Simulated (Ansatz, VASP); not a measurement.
# Ge in VASP and in Ansatz

File POSCAR:

```
Ge
1.0
   -2.4621655136      2.6150361352      1.4175264166
    2.4621655136     -2.6150361352      1.4175264166
    2.4621655136      2.6150361352     -1.4175264166
Ge
2
Direct
    0.3140570000      0.0640570000      0.2500000000
    0.6859430000      0.9359430000      0.7500000000
```

Contents of INCAR.step1:

```
SYSTEM = Ge
PREC = Accurate
ENCUT = 520
ISMEAR = -1
SIGMA = 0.05
LREAL = .False.
LASPH = .True.
NELM = 100
NBANDS = 21
GGA = PE
ALGO = Normal
EDIFF = 1E-4
LWAVE = .True.
LCHARG = .False.
```

File INCAR.step2:

```
SYSTEM = Ge
PREC = Accurate
ENCUT = 520
EDIFF = 1E-6
ISMEAR = -1
SIGMA = 0.05
LREAL = .False.
LASPH = .True.
NELM = 100
ALGO = Normal
ISIF = 2
LWAVE = .False.
LCHARG = .False.
METAGGA = R2SCAN
LMIXTAU = .True.
NBANDS = 21
ISTART = 1
```

Contents of KPOINTS:

```
Automatic mesh
0
Gamma
  11 11 11
  0 0 0
```

input.yaml

```yaml
crystal:
  lattice:
    - [-2.4621655136, 2.6150361352, 1.4175264166]
    - [2.4621655136, -2.6150361352, 1.4175264166]
    - [2.4621655136, 2.6150361352, -1.4175264166]
  atoms:
    - { symbol: Ge, position: [0.314057, 0.064057, 0.25] }
    - { symbol: Ge, position: [0.685943, 0.935943, 0.75] }
hamiltonian:
  xc: r2scan
  pseudopotentials: { kind: paw }
kpoints:
  mp_grid: { grid: [11, 11, 11] }
scf:
  occupations: { method: fermi_dirac, width: 0.05 }
output:
  forces: true
  stress: true
  eigenvalues: true
  write_density: true
  write_potential: true
  elf: true
  volumetric_format: npy
```

Alike in both runs: task single point; functional r2SCAN; k mesh 11 × 11 × 11; occupations fermi-dirac, width 0.05 eV; no spin polarisation.

|  | VASP | Ansatz |
| --- | --- | --- |
| version | VASP 6.6.1 | Ansatz 0.2.0 |
| potentials or method | VASP PAW PBE potentials, release 64 (Ge_d) | Ansatz PAW |
| plane-wave cutoff (eV) | 520 | 500 |
| valence electrons in the cell | 28 | 28 |

```tsv
	VASP	Ansatz	Ansatz less VASP
gap on the k mesh at the Fermi level (eV)	none	none	-
pressure (GPa)	1.7	1.9	+0.20
traceless stress, the component that is largest in VASP (GPa)	1.18	1.20	+0.014
rms of the force components (eV/Å)	0.048	0.049	+0.0016
```

VASP's potentials were made for PBE, not for r2SCAN. Atom by atom the forces differ by 0.002 eV/Å (rms over components). A gap of «none» marks a metal or a gap that the smearing closes.
